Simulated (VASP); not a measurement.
# Co (Pm-3n) in VASP: further runs

The runs below take Co through single point, relaxation of cell and atoms, with PBEsol.

All numbers are computed with VASP 6.6.1; they aren't measurements. Logs are shortened: lines on timing, memory, paths and dates and some standing lists are left out, and cuts for length are marked.

### 1 The cell of the first run

Symmetry: Pm-3n, No. 223, cubic system. Conventional cell: a = 4.335 Å, b = 4.335 Å, c = 4.335 Å, α = 90.00°, β = 90.00°, γ = 90.00°. Within 3.2 Å of Co (site symmetry m-3) lie 12 Co at 2.42 Å. Co (site symmetry -4m2) has 14 Co at 2.17 to 2.65 Å within 2.9 Å.

### 2 Single point, PBEsol

INCAR

```
SYSTEM = Co
ALGO = Normal
EDIFF = 1E-6
ENCUT = 520
GGA = PS
ISIF = 2
ISMEAR = -1
LASPH = .True.
LCHARG = .False.
LREAL = .False.
LWAVE = .False.
NBANDS = 46
NELM = 60
PREC = Accurate
SIGMA = 0.1
```

KPOINTS

```
k-points
0
Gamma
  8 8 8
  0 0 0
```

POSCAR

```
Co
1.0
    4.3348770508      0.0000000000      0.0000000000
    0.0000000000      4.3348770508      0.0000000000
    0.0000000000      0.0000000000      4.3348770508
Co
8
Direct
    0.0000000000      0.0000000000      1.0000000000
    0.5000000000      0.5000000000      0.5000000000
    0.2500000000      1.0000000000      0.5000000000
    0.7500000000      1.0000000000      0.5000000000
    0.5000000000      0.2500000000      1.0000000000
    0.5000000000      0.7500000000      1.0000000000
    1.0000000000      0.5000000000      0.2500000000
    1.0000000000      0.5000000000      0.7500000000
```

Potentials or basis: VASP PAW PBE potentials, release 64 (Co).

Run with:

```
> cat potpaw_PBE.64/Co/POTCAR > POTCAR
> mpirun -np 1 vasp_std > vasp.out
```

OUTCAR:

```text
SYSTEM = Co
   EDIFF = 1E-6
   ENCUT = 520
   GGA = PS
   ISIF = 2
   ISMEAR = -1
   LASPH = .True.
   LREAL = .False.
   NELM = 60
   PREC = Accurate

 ion  position               nearest neighbor table
   1  0.000  0.000  0.000-   3 2.42   4 2.42   5 2.42   6 2.42   7 2.42   8 2.42   3 2.42   4 2.42
                             7 2.42   8 2.42   5 2.42   6 2.42
   2  0.500  0.500  0.500-   3 2.42   4 2.42   5 2.42   6 2.42   7 2.42   8 2.42   5 2.42   6 2.42
                             3 2.42   4 2.42   7 2.42   8 2.42
   3  0.250  0.000  0.500-   4 2.17   4 2.17   1 2.42   1 2.42   2 2.42   2 2.42   8 2.65   5 2.65
                             5 2.65   6 2.65   6 2.65   7 2.65   8 2.65   7 2.65
   4  0.750  0.000  0.500-   3 2.17   3 2.17   1 2.42   1 2.42   2 2.42   2 2.42   8 2.65   5 2.65
                             5 2.65   6 2.65   6 2.65   7 2.65   8 2.65   7 2.65
   5  0.500  0.250  0.000-   6 2.17   6 2.17   1 2.42   2 2.42   2 2.42   1 2.42   8 2.65   4 2.65
                             3 2.65   4 2.65   3 2.65   7 2.65   7 2.65   8 2.65
   6  0.500  0.750  0.000-   5 2.17   5 2.17   1 2.42   2 2.42   2 2.42   1 2.42   8 2.65   4 2.65
                             3 2.65   4 2.65   3 2.65   7 2.65   7 2.65   8 2.65
   7  0.000  0.500  0.250-   8 2.17   8 2.17   1 2.42   2 2.42   1 2.42   2 2.42   3 2.65   4 2.65
                             5 2.65   3 2.65   4 2.65   6 2.65   5 2.65   6 2.65
   8  0.000  0.500  0.750-   7 2.17   7 2.17   1 2.42   2 2.42   1 2.42   2 2.42   3 2.65   4 2.65
                             5 2.65   3 2.65   4 2.65   6 2.65   5 2.65   6 2.65

  LATTYP: Found a simple cubic cell.
 ALAT       =     4.3348770508

  Lattice vectors:

 A1 = (   4.3348770508,   0.0000000000,   0.0000000000)
 A2 = (   0.0000000000,   4.3348770508,   0.0000000000)
 A3 = (   0.0000000000,   0.0000000000,   4.3348770508)

Analysis of symmetry for initial positions (statically):
=====================================================================
 Subroutine PRICEL returns:
 Original cell was already a primitive cell.

 Routine SETGRP: Setting up the symmetry group for a
 simple cubic supercell.

 Subroutine GETGRP returns: Found 48 space group operations
 (whereof 24 operations were pure point group operations)
 out of a pool of 48 trial point group operations.

The static configuration has the point symmetry T_h .
 The point group associated with its full space group is O_h .

Analysis of symmetry for dynamics (positions and initial velocities):
=====================================================================
 Subroutine PRICEL returns:
 Original cell was already a primitive cell.

 Routine SETGRP: Setting up the symmetry group for a
 simple cubic supercell.

 Subroutine GETGRP returns: Found 48 space group operations
 (whereof 24 operations were pure point group operations)
[... 127 lines left out ...]
   NUPDOWN=      -1.0000    fix difference up-down
   EMIN   =  10.00;   EMAX   =-10.00  energy-range for DOS
   EFERMI =   0.00;   METHOD = LEGACY
   ISMEAR =    -1;   SIGMA  =   0.10  broadening in eV -4-tet -1-fermi 0-gaus
   EFERMI_NEDOS =   21; number of points for ismear=-14 and -15
   IALGO  =     38    algorithm
   IMIX   =      4    mixing-type and parameters
     AMIX     =   0.40;   BMIX     =  1.00
     AMIX_MAG =   1.60;   BMIX_MAG =  1.00
  volume/ion in A,a.u.               =      10.18        68.71
  Fermi-wavevector in a.u.,A,eV,Ry     =   1.571118  2.968983 33.584793  2.468413
  Thomas-Fermi vector in A             =   2.672750
   LORBIT       =      0    0 simple, 1 ext, 2 COOP (PROOUT), +10 PAW based schemes
   GGA     = PS    functional components
   LHFCALC =     F    Hartree Fock is set to
   AEXX    =    0.0000 exact exchange contribution
   IVDW    =     0    specifies the selected vdW correction
   LEPSILON=     F    determine dielectric tensor
   LRPA    =     F    only Hartree local field effects (RPA)
 non-spin polarized calculation
  energy-cutoff  :      520.00
  volume of cell :       81.46
 maximum number of plane-waves:      2272
   NGX = 17   NGY = 17   NGZ = 17

 number of electron      71.9999995 magnetization

 Free energy of the ion-electron system (eV)
  ---------------------------------------------------
  ext. energy  EPLUGINS =         0.00000000
  ---------------------------------------------------
  free energy    TOTEN  =       -59.37094311 eV

  energy without entropy =      -58.58361919  energy(sigma->0) =      -58.97728115

 E-fermi :  10.9769     XC(G=0): -13.9610

 val. band max:       10.9696654822   @ k =   0.5000   0.5000   0.2500
 cond. band min:      10.9779871825   @ k =   0.2500   0.2500   0.0000
 fundamental gap:      0.0083217003
 Fermi energy:        10.9769068376

 k-point     1 :       0.0000    0.0000    0.0000
  band No.  band energies     occupation
      1       1.6875      2.00000
      2       5.9309      2.00000
      3       5.9309      2.00000
      4       6.6824      2.00000
      5       6.9862      2.00000
      6       6.9862      2.00000
[... 1165 lines left out ...]
     45      13.4429      0.00000
     46      14.5586      0.00000

 [... further k-points ...]

------------------------ aborting loop because EDIFF is reached ----------------------------------------

  FORCE on cell =-STRESS in cart. coord.  units (eV):
  Direction    XX          YY          ZZ          XY          YZ          ZX
  --------------------------------------------------------------------------------------
  -------------------------------------------------------------------------------------
  Total       -0.5153361     -0.5153361     -0.5153361      0.0000000      0.0000000     -0.0000000
  in kB      -10.1360972    -10.1360972    -10.1360972      0.0000000      0.0000000     -0.0000000
  external PRESSURE =     -10.1360972 kB  Pullay stress =       0.0000000 kB

 VOLUME and BASIS-vectors are now :
 -----------------------------------------------------------------------------
  energy-cutoff  :      520.00
  volume of cell :       81.46
      direct lattice vectors                 reciprocal lattice vectors
     4.334877051  0.000000000  0.000000000     0.230687050  0.000000000  0.000000000
     0.000000000  4.334877051  0.000000000     0.000000000  0.230687050  0.000000000
     0.000000000  0.000000000  4.334877051     0.000000000  0.000000000  0.230687050

 POSITION                                       TOTAL-FORCE (eV/Angst)
 -----------------------------------------------------------------------------------
      0.00000      0.00000      0.00000         0.000000     -0.000000     -0.000000
      2.16744      2.16744      2.16744         0.000000     -0.000000     -0.000000
      1.08372      0.00000      2.16744        -0.000000     -0.000000     -0.000000
      3.25116      0.00000      2.16744         0.000000      0.000000      0.000000
      2.16744      1.08372      0.00000        -0.000000     -0.000000     -0.000000
      2.16744      3.25116      0.00000         0.000000      0.000000     -0.000000
      0.00000      2.16744      1.08372         0.000000      0.000000     -0.000000
      0.00000      2.16744      3.25116        -0.000000      0.000000      0.000000
 -----------------------------------------------------------------------------------
    total drift:                                0.000000     -0.000000      0.000000

  FREE ENERGIE OF THE ION-ELECTRON SYSTEM (eV)
  ---------------------------------------------------
  free  energy   TOTEN  =       -59.3709431108 eV

  energy  without entropy=      -58.5836191900  energy(sigma->0) =      -58.97728115
```

OSZICAR:

```text
N       E                     dE             d eps       ncg     rms          rms(c)
DAV:   1     0.566904950411E+03    0.56690E+03   -0.30553E+04  3228   0.214E+03
DAV:   2    -0.160715217452E+02   -0.58298E+03   -0.56416E+03  3226   0.423E+02
DAV:   3    -0.677603760753E+02   -0.51689E+02   -0.45567E+02  3420   0.164E+02
DAV:   4    -0.701498830161E+02   -0.23895E+01   -0.22053E+01  3934   0.351E+01
DAV:   5    -0.702318914230E+02   -0.82008E-01   -0.81442E-01  4518   0.519E+00    0.326E+01
DAV:   6    -0.612031099597E+02    0.90288E+01   -0.10224E+02  3364   0.102E+02    0.136E+01
DAV:   7    -0.782157905668E+02   -0.17013E+02   -0.39549E+01  3808   0.127E+02    0.585E+01
DAV:   8    -0.593486022091E+02    0.18867E+02   -0.34206E+01  3828   0.656E+01    0.550E+00
DAV:   9    -0.594532499631E+02   -0.10465E+00   -0.25805E+00  3418   0.157E+01    0.294E+00
DAV:  10    -0.593760418798E+02    0.77208E-01   -0.21485E-01  3728   0.466E+00    0.689E-01
DAV:  11    -0.593726611029E+02    0.33808E-02   -0.19488E-02  3776   0.158E+00    0.571E-01
DAV:  12    -0.593710311085E+02    0.16300E-02   -0.40984E-03  4066   0.104E+00    0.148E-01
DAV:  13    -0.593709624716E+02    0.68637E-04   -0.53913E-04  3598   0.258E-01    0.550E-02
DAV:  14    -0.593709565120E+02    0.59596E-05   -0.43748E-04  3722   0.189E-01    0.329E-02
DAV:  15    -0.593709441224E+02    0.12390E-04   -0.83348E-05  3400   0.976E-02    0.119E-02
DAV:  16    -0.593709430945E+02    0.10279E-05   -0.44397E-06  2656   0.196E-02    0.345E-03
DAV:  17    -0.593709431108E+02   -0.16335E-07   -0.37012E-07  1682   0.509E-03
   1 F= -.59370943E+02 E0= -.58977281E+02  d E =-.787324E+00
```

stdout:

```text
POSCAR found type information on POSCAR Co
 POSCAR found :  1 types and       8 ions
 scaLAPACK will be used
 -----------------------------------------------------------------------------
|                                                                             |
|                                                                             |
|     You enforced a specific xc type in the INCAR file but a different       |
|     I HOPE YOU KNOW WHAT YOU ARE DOING!                                     |
|                                                                             |
 -----------------------------------------------------------------------------

 LDA part: xc-table for (Slater+PW92), standard interpolation
 POSCAR, INCAR and KPOINTS ok, starting setup
 FFT: planning ... GRIDC
 FFT: planning ... GRID_SOFT
 FFT: planning ... GRID
 WAVECAR not read
 entering main loop
```

Wall time 74 s (1 thread of Intel Xeon Platinum 8488C (Sapphire Rapids), shared host); peak memory 0.23 GiB.

What came out:

```
Free energy            : -59.3709 eV
Pressure               : -1.0 GPa
Band gap on the k mesh : zero (bands 36 and 37 overlap by 0.27 eV)
```

Caveat: the PAW data sets were made with another functional, which shifts forces and pressure a little; the run has no spin polarisation, though such a crystal can be magnetic. Spin polarisation is off, so any magnetic state and its effect on volume and gap are missing.

### 3 Relaxation of cell and atoms, PBEsol

This run uses another cell than the first one, of 11.07 Å³/atom.

INCAR

```
SYSTEM = Co
PREC = Accurate ; ENCUT = 600
EDIFF = 1E-6 ; ISMEAR = -1
SIGMA = 0.1 ; LREAL = .FALSE.
LASPH = .TRUE. ; NELM = 100
ALGO = Normal ; ISIF = 3
LWAVE = .FALSE. ; LCHARG = .FALSE.
GGA = PS ; IBRION = 2
NSW = 80 ; EDIFFG = -0.01
```

KPOINTS

```
regular mesh
0
G
  6 6 6
  0 0 0
```

POSCAR

```
Co
1.0
    4.4578576470      0.0000000000      0.0000000000
    0.0000000000      4.4578576470      0.0000000000
    0.0000000000      0.0000000000      4.4578576470
Co
8
Direct
    0.0000000000      0.0000000000      0.0000000000
    0.5000000000      0.5000000000      0.5000000000
    0.2500000000      0.0000000000      0.5000000000
    0.7500000000      0.0000000000      0.5000000000
    0.5000000000      0.2500000000      0.0000000000
    0.5000000000      0.7500000000      0.0000000000
    0.0000000000      0.5000000000      0.2500000000
    0.0000000000      0.5000000000      0.7500000000
```

Potentials or basis: VASP PAW PBE potentials, release 64 (Co).

Run with:

```
> cat potpaw_PBE.64/Co/POTCAR > POTCAR
> mpirun -np 1 vasp_std > vasp.out
```

Run time: 3.4 min. Hardware: 1 thread of Intel Xeon Platinum 8488C (Sapphire Rapids), shared host; peak memory 0.24 GiB.

The run converged. Its results:

- Free energy: -59.3869 eV
- Relaxed volume: 10.14 Å³/atom
- Relaxed cell: a = 4.329 Å, b = 4.329 Å, c = 4.329 Å, α = 90.00°, β = 90.00°, γ = 90.00°
- Space group after relaxing (to 0.1 Å): Pm-3n (No. 223)
- Energy gained by relaxing: 60.7 meV/atom
- Ionic steps: 4
- Pressure after relaxing: -0.1 GPa
- Band gap on the k mesh: zero (bands 36 and 37 overlap by 0.24 eV)

The path:
```csv
step,energy change (eV),largest force (eV/Å),pressure (GPa),volume (Å³)
1,0.0000,0.0000,-19.04,88.59
2,0.3897,0.0000,37.39,72.76
3,-0.4857,0.0000,-0.53,81.27
4,-0.4860,0.0000,-0.06,81.13
```

Final structure:
```xyz
8
Lattice="4.3290 0.0000 0.0000 0.0000 4.3290 0.0000 0.0000 0.0000 4.3290" Properties=species:S:1:pos:R:3 pbc="T T T"
Co    4.3290    0.0000    4.3290
Co    2.1645    2.1645    2.1645
Co    1.0822    0.0000    2.1645
Co    3.2467    4.3290    2.1645
Co    2.1645    1.0822    0.0000
Co    2.1645    3.2467    4.3290
Co    0.0000    2.1645    1.0822
Co    4.3290    2.1645    3.2467
```

Levels at points of the mesh, in eV from the Fermi level:
```tsv
k point	band 31	band 32	band 33	band 34	band 35	band 36	band 37	band 38	band 39	band 40
(0.00, 0.00, 0.00)	-0.66	-0.55	-0.55	-0.12	-0.12	0.13	0.13	0.13	0.40	0.40
(0.50, 0.00, 0.00)	-0.44	-0.44	-0.13	-0.13	-0.13	-0.13	-0.05	-0.05	0.38	0.38
(0.50, 0.50, 0.00)	-0.45	-0.42	-0.42	-0.28	-0.10	-0.10	0.01	0.20	0.20	0.22
(0.50, 0.50, 0.50)	-0.01	-0.01	-0.01	-0.01	-0.01	-0.01	0.03	0.03	0.03	0.03
```

Caveat: the PAW data sets were made with another functional, which shifts forces and pressure a little; the run has no spin polarisation, though such a crystal can be magnetic.
